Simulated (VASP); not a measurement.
# W2Se (P6_3mc) in VASP: a series of runs

The runs below take W2Se through single point, relaxation of cell and atoms, relaxation of shape and atoms at fixed volume, with r2SCAN, PBE.

Program: VASP 6.6.1. These are calculated values, not measurements. Logs are shortened: lines on timing, memory, paths and dates and some standing lists are left out, and cuts for length are marked.

### Step 1. The cell of the first run

Symmetry: P6_3mc, No. 186, hexagonal system. Conventional cell: a = 3.181 Å, b = 3.181 Å, c = 12.662 Å, α = 90.00°, β = 90.00°, γ = 120.00°. W (site symmetry 3m) has 9 W at 2.58 to 3.18 Å and 1 Se at 2.64 Å within 3.4 Å. W (site symmetry 3m) has 9 W at 2.58 to 3.18 Å and 3 Se at 2.62 Å within 3.4 Å. Se (site symmetry 3m) has 4 W at 2.62 to 2.64 Å and 6 Se at 3.18 Å within 3.5 Å.

### Step 2. Single point, r2SCAN

The input, POSCAR:

```
W2Se
1.0
    3.1807009041      0.0000000000      0.0000000000
   -1.5903504521      2.7545677848      0.0000000000
    0.0000000000      0.0000000000     12.6622845907
W Se
4 2
Direct
    0.0000000000      0.0000000000      0.5864192698
    0.0000000000      0.0000000000      0.0864192698
    0.3333333333      0.6666666667      0.7298347710
    0.6666666667      0.3333333333      0.2298347710
    0.0000000000      0.0000000000      0.3775905292
    0.0000000000      0.0000000000      0.8775905292
```

The input, INCAR.step1:

```
ALGO = Normal
EDIFF = 1E-4
ENCUT = 520
GGA = PE
ISMEAR = 0
LASPH = True
LCHARG = False
LREAL = False
LWAVE = True
NBANDS = 43
NELM = 100
PREC = Accurate
SIGMA = 0.1
```

The input, INCAR.step2:

```
ALGO = Normal
EDIFF = 1E-6
ENCUT = 520
ISIF = 2
ISMEAR = 0
ISTART = 1
LASPH = True
LCHARG = False
LMIXTAU = True
LREAL = False
LWAVE = False
METAGGA = R2SCAN
NBANDS = 43
NELM = 100
PREC = Accurate
SIGMA = 0.1
```

The input, KPOINTS:

```
k-points
0
Gamma
  12 12 4
```

Potentials or basis: VASP PAW PBE potentials, release 64 (W_sv, Se).

Started as:

```sh
cat potpaw_PBE.64/W_sv/POTCAR potpaw_PBE.64/Se/POTCAR > POTCAR
cp INCAR.step1 INCAR
mpirun -np 1 vasp_std > vasp.out
cp INCAR.step2 INCAR
mpirun -np 1 vasp_std > vasp.out
```

OUTCAR:

```text
EDIFF = 1E-6
   ENCUT = 520
   ISIF = 2
   ISMEAR = 0
   ISTART = 1
   LASPH = True
   LREAL = False
   METAGGA = R2SCAN
   NELM = 100
   PREC = Accurate

 ion  position               nearest neighbor table
   1  0.000  0.000  0.586-   3 2.58   3 2.58   3 2.58   5 2.64
   2  0.000  0.000  0.086-   4 2.58   4 2.58   4 2.58   6 2.64
   3  0.333  0.667  0.730-   1 2.58   1 2.58   1 2.58   6 2.62   6 2.62   6 2.62
   4  0.667  0.333  0.230-   2 2.58   2 2.58   2 2.58   5 2.62   5 2.62   5 2.62
   5  0.000  0.000  0.378-   4 2.62   4 2.62   4 2.62   1 2.64
   6  0.000  0.000  0.878-   3 2.62   3 2.62   3 2.62   2 2.64

  LATTYP: Found a hexagonal cell.
 ALAT       =     3.1807009041
 C/A-ratio  =     3.9809730536

  Lattice vectors:

 A1 = (   3.1807009041,   0.0000000000,   0.0000000000)
 A2 = (  -1.5903504521,   2.7545677848,   0.0000000000)
 A3 = (   0.0000000000,   0.0000000000,  12.6622845907)

Analysis of symmetry for initial positions (statically):
=====================================================================
 Subroutine PRICEL returns:
 Original cell was already a primitive cell.

 Routine SETGRP: Setting up the symmetry group for a
 hexagonal supercell.

 Subroutine GETGRP returns: Found 12 space group operations
 (whereof  6 operations were pure point group operations)
 out of a pool of 24 trial point group operations.

The static configuration has the point symmetry C_3v.
 The point group associated with its full space group is C_6v.

Analysis of symmetry for dynamics (positions and initial velocities):
=====================================================================
 Subroutine PRICEL returns:
 Original cell was already a primitive cell.

 Routine SETGRP: Setting up the symmetry group for a
 hexagonal supercell.

 Subroutine GETGRP returns: Found 12 space group operations
 (whereof  6 operations were pure point group operations)
 out of a pool of 24 trial point group operations.

The dynamic configuration has the point symmetry C_3v.
 The point group associated with its full space group is C_6v.

 Subroutine INISYM returns: Found 12 space group operations
 (whereof  6 operations are pure point group operations),
 and found     1 'primitive' translations

----------------------------------------------------------------------------------------

                                     Primitive cell

  volume of cell :     110.9401

  direct lattice vectors                    reciprocal lattice vectors
     3.180700904  0.000000000  0.000000000     0.314396113  0.181516680  0.000000000
    -1.590350452  2.754567785  0.000000000     0.000000000  0.363033361  0.000000000
     0.000000000  0.000000000 12.662284591     0.000000000  0.000000000  0.078974690

  length of vectors
     3.180700904  3.180700904 12.662284591     0.363033361  0.363033361  0.078974690

  position of ions in fractional coordinates (direct lattice)
     0.000000000  0.000000000  0.586419270
     0.000000000  0.000000000  0.086419270
     0.333333333  0.666666667  0.729834771
     0.666666667  0.333333333  0.229834771
     0.000000000  0.000000000  0.377590529
     0.000000000  0.000000000  0.877590529

  ion indices of the primitive-cell ions
   primitive index   ion index
                 1           1
                 2           2
                 3           3
                 4           4
                 5           5
                 6           6

----------------------------------------------------------------------------------------

 KPOINTS: k-points

Automatic generation of k-mesh.
 Grid dimensions read from file:
 generate k-points for:   12   12    4

 Generating k-lattice:

  Cartesian coordinates                     Fractional coordinates (reciprocal lattice)
     0.026199676  0.015126390  0.000000000     0.083333333  0.000000000  0.000000000
     0.000000000  0.030252780  0.000000000     0.000000000  0.083333333  0.000000000
     0.000000000  0.000000000  0.019743672     0.000000000  0.000000000  0.250000000

  Length of vectors
     0.030252780  0.030252780  0.019743672

  Shift w.r.t. Gamma in fractional coordinates (k-lattice)
     0.000000000  0.000000000  0.000000000

 Subroutine IBZKPT returns following result:
 ===========================================

 Found     57 irreducible k-points:

 Following reciprocal coordinates:
            Coordinates               Weight
  0.000000  0.000000  0.000000      1.000000
  0.083333  0.000000  0.000000      6.000000
  0.166667  0.000000  0.000000      6.000000
  0.250000  0.000000  0.000000      6.000000
  0.333333  0.000000  0.000000      6.000000
  0.416667  0.000000  0.000000      6.000000
[... 16 lines left out ...]
  0.250000  0.000000  0.250000     12.000000
  0.333333  0.000000  0.250000     12.000000
 [... further k-points ...]
   k-points           NKPTS =     57   k-points in BZ     NKDIM =     57   number of bands    NBANDS=     43
   number of dos      NEDOS =    301   number of ions     NIONS =      6
   total plane-waves  NPLWV =  55296
   dimension x,y,z NGX =    24 NGY =   24 NGZ =   96
   dimension x,y,z NGXF=    48 NGYF=   48 NGZF=  192
   ions per type =               4   2
   NGX,Y,Z   is equivalent  to a cutoff of  12.54, 12.54, 12.60 a.u.
   NGXF,Y,Z  is equivalent  to a cutoff of  25.09, 25.09, 25.21 a.u.
 SYSTEM =  unknown system
   PREC   = accura    normal or accurate (medium, high low for compatibility)
   ISTART =      1    job   : 0-new  1-cont  2-samecut
   ICHARG =      0    charge: 1-file 2-atom 10-const
   ISPIN  =      1    spin polarized calculation?
   LNONCOLLINEAR =      F non collinear calculations
   LSORBIT =      F    spin-orbit coupling
   LASPH  =      T    aspherical Exc in radial PAW
   ENCUT  =  520.0 eV  38.22 Ry    6.18 a.u.   5.91  5.91 23.54*2*pi/ulx,y,z
   NELM   =    100;   NELMIN=  2; NELMDL=  0     # of ELM steps
   EDIFF  = 0.1E-05   stopping-criterion for ELM
   LREAL  =      F    real-space projection
   EDIFFG = 0.1E-04   stopping-criterion for IOM
   NSW    =      0    number of steps for IOM
   IBRION =     -1    ionic relax: 0-MD 1-quasi-New 2-CG
   NFREE  =      0    steps in history (QN), initial steepest desc. (CG)
   ISIF   =      2    stress and relaxation
   ISYM   =      2    0-nonsym 1-usesym 2-fastsym
   POTIM  = 0.5000    time-step for ionic-motion
   TEBEG  =    0.0;   TEEND  =   0.0 temperature during run
   PSTRESS=    0.0 pullay stress
   NELECT =      68.0000    total number of electrons
   NUPDOWN=      -1.0000    fix difference up-down
   EMIN   =  10.00;   EMAX   =-10.00  energy-range for DOS
   EFERMI =   0.00;   METHOD = LEGACY
   ISMEAR =     0;   SIGMA  =   0.10  broadening in eV -4-tet -1-fermi 0-gaus
   EFERMI_NEDOS =   21; number of points for ismear=-14 and -15
   IALGO  =     38    algorithm
   IMIX   =      4    mixing-type and parameters
     AMIX     =   0.40;   BMIX     =  1.00
     AMIX_MAG =   1.60;   BMIX_MAG =  1.00
  volume/ion in A,a.u.               =      18.49       124.78
  Fermi-wavevector in a.u.,A,eV,Ry     =   1.390641  2.627930 26.312065  1.933882
  Thomas-Fermi vector in A             =   2.514557
   LORBIT       =      0    0 simple, 1 ext, 2 COOP (PROOUT), +10 PAW based schemes
   METAGGA = R2SCAN    functional components
   LHFCALC =     F    Hartree Fock is set to
   AEXX    =    0.0000 exact exchange contribution
   IVDW    =     0    specifies the selected vdW correction
   LEPSILON=     F    determine dielectric tensor
   LRPA    =     F    only Hartree local field effects (RPA)
 non-spin polarized calculation
 Gauss-broadening in eV      SIGMA  =   0.10
  energy-cutoff  :      520.00
  volume of cell :      110.94
 maximum number of plane-waves:      3014
 NGX is ok and might be reduce to    24
   NGX = 11   NGY = 11   NGZ = 47

 number of electron      67.9999997 magnetization

 Free energy of the ion-electron system (eV)
  ---------------------------------------------------
  ext. energy  EPLUGINS =         0.00000000
  ---------------------------------------------------
  free energy    TOTEN  =      -231.67580830 eV

  energy without entropy =     -231.66200757  energy(sigma->0) =     -231.66890793

 E-fermi :   8.3482     XC(G=0): -12.9053

 val. band max:        8.3374455035   @ k =   0.2500   0.0833   0.0000
 cond. band min:       8.3620297773   @ k =   0.2500   0.0000   0.0000
 fundamental gap:      0.0245842738
 Fermi energy:         8.3482425256

 k-point     1 :       0.0000    0.0000    0.0000
  band No.  band energies     occupation
      1     -67.8369      2.00000
      2     -67.8369      2.00000
      3     -67.4412      2.00000
      4     -67.4412      2.00000
      5     -31.7801      2.00000
      6     -31.7767      2.00000
[... 35 lines left out ...]
     42      11.5914      0.00000
     43      11.6851      0.00000

 k-point     2 :       0.0833    0.0000    0.0000
  band No.  band energies     occupation
      1     -67.8342      2.00000
      2     -67.8342      2.00000
      3     -67.4414      2.00000
      4     -67.4414      2.00000
      5     -31.7767      2.00000
      6     -31.7735      2.00000
[... 35 lines left out ...]
     42      11.7110      0.00000
     43      11.9874      0.00000

 k-point     3 :       0.1667    0.0000    0.0000
  band No.  band energies     occupation
      1     -67.8267      2.00000
      2     -67.8267      2.00000
      3     -67.4421      2.00000
      4     -67.4421      2.00000
      5     -31.7698      2.00000
      6     -31.7673      2.00000
[... 35 lines left out ...]
     42      11.8563      0.00000
     43      11.9684      0.00000

 k-point     4 :       0.2500    0.0000    0.0000
  band No.  band energies     occupation
      1     -67.8163      2.00000
      2     -67.8163      2.00000
      3     -67.4433      2.00000
      4     -67.4433      2.00000
      5     -31.7679      2.00000
      6     -31.7664      2.00000
[... 863 lines left out ...]
     42      11.5053      0.00000
     43      12.2338      0.00000

 k-point    23 :       0.2500    0.0000    0.2500
  band No.  band energies     occupation
      1     -67.8164      2.00000
      2     -67.8164      2.00000
      3     -67.4433      2.00000
      4     -67.4433      2.00000
      5     -31.7677      2.00000
      6     -31.7666      2.00000
[... 35 lines left out ...]
     42      11.4541      0.00000
     43      12.3007      0.00000

 k-point    24 :       0.3333    0.0000    0.2500
  band No.  band energies     occupation
      1     -67.8058      2.00000
      2     -67.8058      2.00000
      3     -67.4446      2.00000
      4     -67.4446      2.00000
      5     -31.7803      2.00000
      6     -31.7799      2.00000
[... 35 lines left out ...]
     42      11.4924      0.00000
     43      12.2016      0.00000

 [... further k-points ...]

------------------------ aborting loop because EDIFF is reached ----------------------------------------

  FORCE on cell =-STRESS in cart. coord.  units (eV):
  Direction    XX          YY          ZZ          XY          YZ          ZX
  --------------------------------------------------------------------------------------
  -------------------------------------------------------------------------------------
  Total       -0.2397197     -0.2397197     -3.2647249      0.0000000      0.0000000     -0.0000000
  in kB       -3.4619907     -3.4619907    -47.1486001      0.0000000      0.0000000     -0.0000000
  external PRESSURE =     -18.0241938 kB  Pullay stress =       0.0000000 kB

 VOLUME and BASIS-vectors are now :
 -----------------------------------------------------------------------------
  energy-cutoff  :      520.00
  volume of cell :      110.94
      direct lattice vectors                 reciprocal lattice vectors
     3.180700904  0.000000000  0.000000000     0.314396113  0.181516680  0.000000000
    -1.590350452  2.754567785  0.000000000     0.000000000  0.363033361  0.000000000
     0.000000000  0.000000000 12.662284591     0.000000000  0.000000000  0.078974690

 POSITION                                       TOTAL-FORCE (eV/Angst)
 -----------------------------------------------------------------------------------
      0.00000      0.00000      7.42541         0.000000      0.000000      0.469379
      0.00000      0.00000      1.09427         0.000000     -0.000000      0.469379
     -0.00000      1.83638      9.24138        -0.000000      0.000000     -0.157158
      1.59035      0.91819      2.91023         0.000000     -0.000000     -0.157158
      0.00000      0.00000      4.78116        -0.000000      0.000000     -0.312222
      0.00000      0.00000     11.11230         0.000000      0.000000     -0.312222
 -----------------------------------------------------------------------------------
    total drift:                                0.000000      0.000000      0.004150

  FREE ENERGIE OF THE ION-ELECTRON SYSTEM (eV)
  ---------------------------------------------------
  free  energy   TOTEN  =      -231.6758082961 eV

  energy  without entropy=     -231.6620075738  energy(sigma->0) =     -231.66890793
```

Run time: 13 min. Hardware: 1 thread of AMD EPYC 9R45 (Zen 5), shared host; peak memory 0.35 GiB.

Results:

- Free energy: -231.6758 eV
- Pressure: -1.8 GPa
- Largest force: 0.469 eV/Å
- Band gap on the k mesh: zero (bands 34 and 35 overlap by 0.32 eV)

Forces on the atoms (eV/Å):
```
W    0.000  0.000  0.469
W    0.000  0.000  0.469
W    0.000  0.000 -0.157
W    0.000  0.000 -0.157
Se   0.000  0.000 -0.312
Se   0.000  0.000 -0.312
```

Levels at points of the mesh, in eV from the Fermi level:
```tsv
k point	band 30	band 31	band 32	band 33	band 34	band 35	band 36	band 37	band 38	band 39
(0.00, 0.00, 0.00)	-2.07	-1.96	-1.96	0.10	0.10	0.54	0.54	1.91	2.01	2.50
(0.50, 0.00, 0.00)	-2.57	-1.09	-0.61	0.02	0.18	1.07	1.08	2.54	2.61	2.63
(0.00, 0.00, 0.50)	-2.00	-2.00	-2.00	0.30	0.30	0.30	0.30	1.94	1.94	2.83
(0.50, 0.00, 0.50)	-2.57	-0.56	-0.56	-0.25	-0.25	1.04	1.04	2.54	2.54	2.99
```

Caveat: the PAW data sets were made with another functional, which shifts forces and pressure a little; spin-orbit coupling is left out, which moves the levels of the heavy elements.

(Continued in part 2 of 2.)
